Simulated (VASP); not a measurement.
# Si (Fd-3m) in VASP: a series of runs

Runs on Si. Level: r2SCAN. Tasks: dielectric tensor.

Everything below comes from runs of VASP 6.6.1. Logs are shortened: lines on timing, memory, paths and dates and some standing lists are left out, and cuts for length are marked.

## 1. The cell of the first run

The structure is cubic, space group Fd-3m (No. 227). Conventional cell: a = 5.335 Å, b = 5.335 Å, c = 5.335 Å, α = 90.00°, β = 90.00°, γ = 90.00°. Within 3.1 Å of Si (site symmetry -43m) lie 4 Si at 2.31 Å.

## 2. Dielectric tensor, r2SCAN (strain -2.0%)

The input, INCAR:

```
PREC = Accurate
ENCUT = 520
EDIFF = 1E-8
ISMEAR = 0
SIGMA = 0.01
LREAL = False
LASPH = True
NELM = 80
ALGO = Normal
ISIF = 2
LWAVE = False
LCHARG = False
METAGGA = R2SCAN
LMIXTAU = True
LCALCEPS = True
```

The input, KPOINTS:

```
regular mesh
0
Gamma
  6 6 6
```

The input, POSCAR:

```
Si
1.0
    0.0000000000      2.6676765177      2.6676765177
    2.6676765177      0.0000000000      2.6676765177
    2.6676765177      2.6676765177      0.0000000000
Si
2
Direct
    0.0000000000      0.0000000000      0.0000000000
    0.2500000000      0.2500000000      0.2500000000
```

Potentials or basis: VASP PAW PBE potentials, release 64 (Si).

Launch:

```sh
> cat potpaw_PBE.64/Si/POTCAR > POTCAR
> mpirun -np 1 vasp_std > vasp.out
```

OUTCAR:

```text
PREC = Accurate
   ENCUT = 520
   EDIFF = 1E-8
   ISMEAR = 0
   LREAL = False
   LASPH = True
   NELM = 80
   ISIF = 2
   METAGGA = R2SCAN

 ion  position               nearest neighbor table
   1  0.000  0.000  0.000-   2 2.31   2 2.31   2 2.31   2 2.31
   2  0.250  0.250  0.250-   1 2.31   1 2.31   1 2.31   1 2.31

  LATTYP: Found a face centered cubic cell.
 ALAT       =     5.3353530354

  Lattice vectors:

 A1 = (   0.0000000000,   2.6676765177,   2.6676765177)
 A2 = (   2.6676765177,   0.0000000000,   2.6676765177)
 A3 = (   2.6676765177,   2.6676765177,   0.0000000000)

Analysis of symmetry for initial positions (statically):
=====================================================================
 Subroutine PRICEL returns:
 Original cell was already a primitive cell.

 Routine SETGRP: Setting up the symmetry group for a
 face centered cubic supercell.

 Subroutine GETGRP returns: Found 48 space group operations
 (whereof 24 operations were pure point group operations)
 out of a pool of 48 trial point group operations.

The static configuration has the point symmetry T_d .
 The point group associated with its full space group is O_h .

Analysis of symmetry for dynamics (positions and initial velocities):
=====================================================================
 Subroutine PRICEL returns:
 Original cell was already a primitive cell.

 Routine SETGRP: Setting up the symmetry group for a
 face centered cubic supercell.

 Subroutine GETGRP returns: Found 48 space group operations
 (whereof 24 operations were pure point group operations)
 out of a pool of 48 trial point group operations.

The dynamic configuration has the point symmetry T_d .
 The point group associated with its full space group is O_h .

 Subroutine INISYM returns: Found 48 space group operations
 (whereof 24 operations are pure point group operations),
 and found     1 'primitive' translations

----------------------------------------------------------------------------------------

                                     Primitive cell

  volume of cell :      37.9690

  direct lattice vectors                    reciprocal lattice vectors
     0.000000000  2.667676518  2.667676518    -0.187429022  0.187429022  0.187429022
     2.667676518  0.000000000  2.667676518     0.187429022 -0.187429022  0.187429022
     2.667676518  2.667676518  0.000000000     0.187429022  0.187429022 -0.187429022

  length of vectors
     3.772664311  3.772664311  3.772664311     0.324636588  0.324636588  0.324636588

  position of ions in fractional coordinates (direct lattice)
     0.000000000  0.000000000  0.000000000
     0.250000000  0.250000000  0.250000000

  ion indices of the primitive-cell ions
   primitive index   ion index
                 1           1
                 2           2

----------------------------------------------------------------------------------------

 KPOINTS: regular mesh

Automatic generation of k-mesh.
 Grid dimensions read from file:
 generate k-points for:    6    6    6

 Generating k-lattice:

  Cartesian coordinates                     Fractional coordinates (reciprocal lattice)
    -0.031238170  0.031238170  0.031238170     0.166666667  0.000000000  0.000000000
     0.031238170 -0.031238170  0.031238170     0.000000000  0.166666667  0.000000000
     0.031238170  0.031238170 -0.031238170     0.000000000  0.000000000  0.166666667

  Length of vectors
     0.054106098  0.054106098  0.054106098

  Shift w.r.t. Gamma in fractional coordinates (k-lattice)
     0.000000000  0.000000000  0.000000000

 Subroutine IBZKPT returns following result:
 ===========================================

 Found     16 irreducible k-points:

 Following reciprocal coordinates:
            Coordinates               Weight
  0.000000  0.000000  0.000000      1.000000
  0.166667  0.000000  0.000000      8.000000
  0.333333  0.000000  0.000000      8.000000
  0.500000  0.000000  0.000000      4.000000
  0.166667  0.166667  0.000000      6.000000
  0.333333  0.166667  0.000000     24.000000
[... 8 lines left out ...]
 -0.333333  0.333333  0.166667     24.000000
 -0.333333  0.500000  0.166667     12.000000
   k-points           NKPTS =     16   k-points in BZ     NKDIM =     16   number of bands    NBANDS=      8
   number of dos      NEDOS =    301   number of ions     NIONS =      2
   total plane-waves  NPLWV =  21952
   dimension x,y,z NGX =    28 NGY =   28 NGZ =   28
   dimension x,y,z NGXF=    56 NGYF=   56 NGZF=   56
   ions per type =               2
   NGX,Y,Z   is equivalent  to a cutoff of  12.34, 12.34, 12.34 a.u.
   NGXF,Y,Z  is equivalent  to a cutoff of  24.68, 24.68, 24.68 a.u.
 SYSTEM =  unknown system
   PREC   = accura    normal or accurate (medium, high low for compatibility)
   ISTART =      0    job   : 0-new  1-cont  2-samecut
   ICHARG =      2    charge: 1-file 2-atom 10-const
   ISPIN  =      1    spin polarized calculation?
   LNONCOLLINEAR =      F non collinear calculations
   LSORBIT =      F    spin-orbit coupling
   LASPH  =      T    aspherical Exc in radial PAW
   ENCUT  =  520.0 eV  38.22 Ry    6.18 a.u.   7.01  7.01  7.01*2*pi/ulx,y,z
   NELM   =     80;   NELMIN=  2; NELMDL= -5     # of ELM steps
   EDIFF  = 0.1E-07   stopping-criterion for ELM
   LREAL  =      F    real-space projection
   EDIFFG = 0.1E-06   stopping-criterion for IOM
   NSW    =      0    number of steps for IOM
   IBRION =     -1    ionic relax: 0-MD 1-quasi-New 2-CG
   NFREE  =      0    steps in history (QN), initial steepest desc. (CG)
   ISIF   =      2    stress and relaxation
   ISYM   =      2    0-nonsym 1-usesym 2-fastsym
   POTIM  = 0.5000    time-step for ionic-motion
   TEBEG  =    0.0;   TEEND  =   0.0 temperature during run
   PSTRESS=    0.0 pullay stress
   NELECT =       8.0000    total number of electrons
   NUPDOWN=      -1.0000    fix difference up-down
   EMIN   =  10.00;   EMAX   =-10.00  energy-range for DOS
   EFERMI =   0.00;   METHOD = LEGACY
   ISMEAR =     0;   SIGMA  =   0.01  broadening in eV -4-tet -1-fermi 0-gaus
   EFERMI_NEDOS =   21; number of points for ismear=-14 and -15
   IALGO  =     38    algorithm
   IMIX   =      4    mixing-type and parameters
     AMIX     =   0.40;   BMIX     =  1.00
     AMIX_MAG =   1.60;   BMIX_MAG =  1.00
  volume/ion in A,a.u.               =      18.98       128.11
  Fermi-wavevector in a.u.,A,eV,Ry     =   0.974156  1.840887 12.911645  0.948979
  Thomas-Fermi vector in A             =   2.104593
   LORBIT       =      0    0 simple, 1 ext, 2 COOP (PROOUT), +10 PAW based schemes
   METAGGA = R2SCAN    functional components
   LHFCALC =     F    Hartree Fock is set to
   AEXX    =    0.0000 exact exchange contribution
   IVDW    =     0    specifies the selected vdW correction
   LEPSILON=     F    determine dielectric tensor
   LRPA    =     F    only Hartree local field effects (RPA)
   LRPA       =     F
 non-spin polarized calculation
 Gauss-broadening in eV      SIGMA  =   0.01
  energy-cutoff  :      520.00
  volume of cell :       37.97
 maximum number of plane-waves:      1034
   NGX = 13   NGY = 13   NGZ = 13

 Total electronic dipole moment: p[elc]=(     0.00000    -0.00000    -0.00000 ) |e| Angst

 Total electronic dipole moment: p[elc]=(    -0.00000    -0.00000    -0.00000 ) |e| Angst

 number of electron       8.0000000 magnetization

 Free energy of the ion-electron system (eV)
  ---------------------------------------------------
  ext. energy  EPLUGINS =         0.00000000
  ---------------------------------------------------
  free energy    TOTEN  =       -17.48473719 eV

  energy without entropy =      -17.48473719  energy(sigma->0) =      -17.48473719

 E-fermi :   6.3417     XC(G=0): -10.0647

 val. band max:        6.2997645318   @ k =   0.0000   0.0000   0.0000
 cond. band min:   10000.0000000000   @ k =   0.0000   0.0000   0.0000
 fundamental gap:   9993.7002354682
 Fermi energy:         6.3417374314

 k-point     1 :       0.0000    0.0000    0.0000
  band No.  band energies     occupation
      1      -6.6150      2.00000
      2       6.2996      2.00000
      3       6.2997      2.00000
      4       6.2998      2.00000
      5   10000.0000      0.00000
      6   10000.0000      0.00000
      7   10000.0000      0.00000
      8   10000.0000      0.00000
[... 243 lines left out ...]
 k-point    24 :       0.0000    0.3333    0.1667
  band No.  band energies     occupation
      1      -5.1824      2.00000
      2       1.6076      2.00000
      3       4.1555      2.00000
      4       4.3599      2.00000
      5   10000.0000      0.00000
      6   10000.0000      0.00000
      7   10000.0000      0.00000
      8   10000.0000      0.00000

 [... further k-points ...]

------------------------ aborting loop because EDIFF is reached ----------------------------------------

            Ionic dipole moment: p[ion]=(     5.33535     5.33535     5.33535 ) |e| Angst

 Total electronic dipole moment: p[elc]=(     0.00007     0.00007     0.02123 ) |e| Angst

 MACROSCOPIC STATIC DIELECTRIC TENSOR (including local field effects)
 ------------------------------------------------------
          11.119890    -0.000000     0.000000
           0.000000    11.119890     0.000000
          -0.000000    -0.000000    11.119890
 ------------------------------------------------------

 PIEZOELECTRIC TENSOR (including local field effects) (e Angst)
          XX          YY          ZZ          XY          YZ          ZX
  --------------------------------------------------------------------------------
  x     0.00000     0.00000     0.00000     0.00000     0.00000     0.00000
  y    -0.00000    -0.00000    -0.00000     0.00000     0.00000     0.00000
  z    -0.00000    -0.00000     0.00000    -0.00000     0.00000    -0.00000

 PIEZOELECTRIC TENSOR (including local field effects) (C/m^2)
          XX          YY          ZZ          XY          YZ          ZX
  --------------------------------------------------------------------------------
  x     0.00000     0.00000     0.00000     0.00000     0.00000     0.00000
  y    -0.00000    -0.00000    -0.00000     0.00000     0.00000     0.00000
  z    -0.00000    -0.00000     0.00000    -0.00000     0.00000    -0.00000

 BORN EFFECTIVE CHARGES (including local field effects) (in |e|, cummulative output)
 ---------------------------------------------------------------------------------
 ion    1
    1     0.00000     0.00000     0.00000
    2    -0.00000     0.00000     0.00000
    3     0.00000    -0.00000     0.00000
 ion    2
    1    -0.00000    -0.00000     0.00000
    2    -0.00000    -0.00000    -0.00000
    3    -0.00000    -0.00000    -0.00000

  FORCE on cell =-STRESS in cart. coord.  units (eV):
  Direction    XX          YY          ZZ          XY          YZ          ZX
  --------------------------------------------------------------------------------------
  -------------------------------------------------------------------------------------
  Total        1.5418314      1.5418314      1.5418314      0.0000000      0.0000000      0.0000000
  in kB       65.0605864     65.0605864     65.0605864      0.0000000      0.0000000      0.0000000
  external PRESSURE =      65.0605864 kB  Pullay stress =       0.0000000 kB

 VOLUME and BASIS-vectors are now :
 -----------------------------------------------------------------------------
  energy-cutoff  :      520.00
  volume of cell :       37.97
      direct lattice vectors                 reciprocal lattice vectors
     0.000000000  2.667676518  2.667676518    -0.187429022  0.187429022  0.187429022
     2.667676518  0.000000000  2.667676518     0.187429022 -0.187429022  0.187429022
     2.667676518  2.667676518  0.000000000     0.187429022  0.187429022 -0.187429022

 POSITION                                       TOTAL-FORCE (eV/Angst)
 -----------------------------------------------------------------------------------
      0.00000      0.00000      0.00000         0.000000      0.000000      0.000000
      1.33384      1.33384      1.33384        -0.000000     -0.000000     -0.000000
 -----------------------------------------------------------------------------------
    total drift:                                0.000000      0.000000      0.000000

  FREE ENERGIE OF THE ION-ELECTRON SYSTEM (eV)
  ---------------------------------------------------
  free  energy   TOTEN  =       -17.4847371941 eV

  energy  without entropy=      -17.4847371941  energy(sigma->0) =      -17.48473719
```

It took 12 min on 1 thread of Intel Xeon 6975P-C, shared host; peak memory 0.23 GiB.

What came out:

```
Band gap on the k mesh                  : 0.81 eV, indirect (least direct gap 2.78 eV)
Electronic dielectric tensor (diagonal) : 11.12
Born charges (mean of the diagonal)     : Si +0.00 e
```

Electronic dielectric tensor:
```
11.12  0.00  0.00
 0.00 11.12  0.00
 0.00  0.00 11.12
```

Born effective charge tensors (e):
atom 1, Si
```
0.00 0.00 0.00
0.00 0.00 0.00
0.00 0.00 0.00
```
atom 2, Si
```
0.00 0.00 0.00
0.00 0.00 0.00
0.00 0.00 0.00
```

Dipole moments of the cell (e·Å, modulo the quantum): ionic 5.335, 5.335, 5.335; electronic 0.000, 0.000, 0.021

Caveat: the cell differs from its parent crystal (strain -2.0%); the PAW data sets were made with another functional, which shifts forces and pressure a little. A k mesh can miss the band edges.

## 3. Dielectric tensor, r2SCAN (strain -1.0%)

The input, INCAR:

```
PREC     = Accurate       # precision mode
ENCUT    = 520            # plane-wave cutoff, eV
EDIFF    = 1E-8           # SCF threshold, eV
ISMEAR   = 0              # smearing method
SIGMA    = 0.01           # smearing width, eV
LREAL    = False          # projectors in reciprocal space
LASPH    = True           # aspherical terms in the spheres
NELM     = 80             # most SCF steps
ALGO     = Normal         # electronic algorithm
ISIF     = 2              # what is computed and relaxed
LWAVE    = False          # write WAVECAR
LCHARG   = False          # write CHGCAR
METAGGA  = R2SCAN         # meta-GGA
LMIXTAU  = True         
LCALCEPS = True
```

KPOINTS is that of step 2.

The input, POSCAR:

```
Si
1.0
    0.0000000000      2.6948977067      2.6948977067
    2.6948977067      0.0000000000      2.6948977067
    2.6948977067      2.6948977067      0.0000000000
Si
2
Direct
    0.0000000000      0.0000000000      0.0000000000
    0.2500000000      0.2500000000      0.2500000000
```

Potentials or basis: VASP PAW PBE potentials, release 64 (Si).

Launch:

```sh
> cat potpaw_PBE.64/Si/POTCAR > POTCAR
> mpirun -np 1 vasp_std > vasp.out
```

OUTCAR:

```text
PREC = Accurate
   ENCUT = 520
   EDIFF = 1E-8
   ISMEAR = 0
   LREAL = False
   LASPH = True
   NELM = 80
   ISIF = 2
   METAGGA = R2SCAN

 ion  position               nearest neighbor table
   1  0.000  0.000  0.000-   2 2.33   2 2.33   2 2.33   2 2.33
   2  0.250  0.250  0.250-   1 2.33   1 2.33   1 2.33   1 2.33

  LATTYP: Found a face centered cubic cell.
 ALAT       =     5.3897954134

  Lattice vectors:

 A1 = (   0.0000000000,   2.6948977067,   2.6948977067)
 A2 = (   2.6948977067,   0.0000000000,   2.6948977067)
 A3 = (   2.6948977067,   2.6948977067,   0.0000000000)

Analysis of symmetry for initial positions (statically):
=====================================================================
 Subroutine PRICEL returns:
 Original cell was already a primitive cell.

 Routine SETGRP: Setting up the symmetry group for a
 face centered cubic supercell.

 Subroutine GETGRP returns: Found 48 space group operations
[... 451 lines left out ...]
  y    -0.00000    -0.00000    -0.00000     0.00000     0.00000    -0.00000
  z    -0.00000    -0.00000     0.00000    -0.00000    -0.00000     0.00000

 PIEZOELECTRIC TENSOR (including local field effects) (C/m^2)
          XX          YY          ZZ          XY          YZ          ZX
  --------------------------------------------------------------------------------
  x     0.00000     0.00000     0.00000     0.00000    -0.00000    -0.00000
  y    -0.00000    -0.00000    -0.00000     0.00000     0.00000    -0.00000
  z    -0.00000    -0.00000     0.00000    -0.00000    -0.00000     0.00000

 BORN EFFECTIVE CHARGES (including local field effects) (in |e|, cummulative output)
 ---------------------------------------------------------------------------------
 ion    1
    1    -0.00000     0.00000     0.00000
    2     0.00000     0.00000     0.00000
    3     0.00000    -0.00000     0.00000
 ion    2
    1     0.00000    -0.00000    -0.00000
    2    -0.00000    -0.00000    -0.00000
    3    -0.00000     0.00000    -0.00000

  FORCE on cell =-STRESS in cart. coord.  units (eV):
  Direction    XX          YY          ZZ          XY          YZ          ZX
  --------------------------------------------------------------------------------------
  -------------------------------------------------------------------------------------
  Total        0.7199175      0.7199175      0.7199175      0.0000000      0.0000000      0.0000000
  in kB       29.4670382     29.4670382     29.4670382      0.0000000      0.0000000      0.0000000
  external PRESSURE =      29.4670382 kB  Pullay stress =       0.0000000 kB

 VOLUME and BASIS-vectors are now :
 -----------------------------------------------------------------------------
  energy-cutoff  :      520.00
  volume of cell :       39.14
      direct lattice vectors                 reciprocal lattice vectors
     0.000000000  2.694897707  2.694897707    -0.185535799  0.185535799  0.185535799
     2.694897707  0.000000000  2.694897707     0.185535799 -0.185535799  0.185535799
     2.694897707  2.694897707  0.000000000     0.185535799  0.185535799 -0.185535799

 POSITION                                       TOTAL-FORCE (eV/Angst)
 -----------------------------------------------------------------------------------
      0.00000      0.00000      0.00000         0.000000      0.000000      0.000000
      1.34745      1.34745      1.34745        -0.000000     -0.000000     -0.000000
 -----------------------------------------------------------------------------------
    total drift:                                0.000000      0.000000     -0.000000

  FREE ENERGIE OF THE ION-ELECTRON SYSTEM (eV)
  ---------------------------------------------------
  free  energy   TOTEN  =       -17.5190198125 eV

  energy  without entropy=      -17.5190198125  energy(sigma->0) =      -17.51901981
```

stdout:

```text
POSCAR found type information on POSCAR Si
 POSCAR found :  1 types and       2 ions
 scaLAPACK will be used
 -----------------------------------------------------------------------------
|                                                                             |
|                                                                             |
[... 110 lines left out ...]
dp_tot=(  0.671E-04  0.222E-01  0.671E-04 )  diag[e(oo)]=(    ---   11.23995    ---   )
 p_tot=(  0.539E+01  0.541E+01  0.539E+01 )
dp_tot=(  0.673E-04  0.221E-01  0.673E-04 )  diag[e(oo)]=(    ---   11.22592    ---   )
 p_tot=(  0.539E+01  0.541E+01  0.539E+01 )
dp_tot=(  0.673E-04  0.221E-01  0.673E-04 )  diag[e(oo)]=(    ---   11.20045    ---   )
 p_tot=(  0.539E+01  0.541E+01  0.539E+01 )
dp_tot=(  0.673E-04  0.220E-01  0.673E-04 )  diag[e
```

It took 13 min on 1 thread of Intel Xeon 6975P-C, shared host; peak memory 0.23 GiB.

Results:

| Property | Result |
| --- | --- |
| Band gap on the k mesh | 0.87 eV, indirect (least direct gap 2.77 eV) |
| Electronic dielectric tensor (diagonal) | 11.16 |
| Born charges (mean of the diagonal) | Si +0.00 e |

Levels at points of the mesh, in eV from the valence-band top:
```csv
k point,band 2,band 3,band 4,band 5,band 6,band 7
"(0.00, 0.00, 0.00)",0.00,0.00,0.00,2.77,2.77,2.77
"(0.50, 0.00, 0.00)",-7.38,-1.29,-1.29,1.97,3.57,3.57
"(0.50, 0.50, 0.00)",-8.24,-3.08,-3.08,0.87,0.87,11.09
```

Electronic dielectric tensor:
```
11.16  0.00  0.00
 0.00 11.16  0.00
 0.00  0.00 11.16
```

Born effective charge tensors (e):
atom 1, Si
```
0.00 0.00 0.00
0.00 0.00 0.00
0.00 0.00 0.00
```
atom 2, Si
```
0.00 0.00 0.00
0.00 0.00 0.00
0.00 0.00 0.00
```

Dipole moments of the cell (e·Å, modulo the quantum): ionic 5.390, 5.390, 5.390; electronic 0.000, 0.000, 0.022

Caveat: the cell differs from its parent crystal (strain -1.0%); the PAW data sets were made with another functional, which shifts forces and pressure a little. A k mesh can miss the band edges.

(Continued in part 2 of 2.)
